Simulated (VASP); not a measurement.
Crystal: Sn.

```xyz
1
Lattice="-1.7265 1.7755 2.3383 1.7265 -1.7755 2.3383 1.7265 1.7755 -2.3383" Properties=species:S:1:pos:R:3 pbc="T T T"
Sn    0.0000    0.0000    0.0000
```

```yaml
Program: VASP 6.6.1
Task: relaxation of cell and atoms
Functional: revPBE
Potentials_or_basis: VASP PAW PBE potentials, release 64 (Sn_d)
Cutoff: 600 eV
k_mesh: 11 × 11 × 11
Occupations: fermi-dirac, width 0.05 eV
Spin: no spin polarisation
```

At the start: pressure -0.0 GPa; volume 28.67 Å³/atom.

Task: How do energy, volume and symmetry change on relaxing?

Result: Over 9 steps the energy falls by 3.1 meV/atom; space group Immm (No. 71, to 0.1 Å) before, I4/mmm (No. 139, to 0.1 Å).

Step by step:
```tsv
step	energy change (eV)	largest force (eV/Å)	pressure (GPa)	volume (Å³)
1	0.0000	0.0000	-0.01	28.67
2	-0.0021	0.0000	-0.07	28.66
3	-0.0028	0.0000	-0.04	28.65
4	-0.0028	0.0000	-0.05	28.65
5	-0.0030	0.0000	0.01	28.60
6	-0.0031	0.0000	0.22	28.53
7	-0.0031	0.0000	0.14	28.58
8	-0.0031	0.0000	0.06	28.66
9	-0.0031	0.0000	-0.02	28.67
```

Final structure:
```xyz
1
Lattice="-1.7337 1.7350 2.3830 1.7337 -1.7350 2.3830 1.7337 1.7350 -2.3830" Properties=species:S:1:pos:R:3 pbc="T T T"
Sn    1.7337    1.7350   -2.3830
```

Caveat: the PAW data sets were made with another functional, which shifts forces and pressure a little.
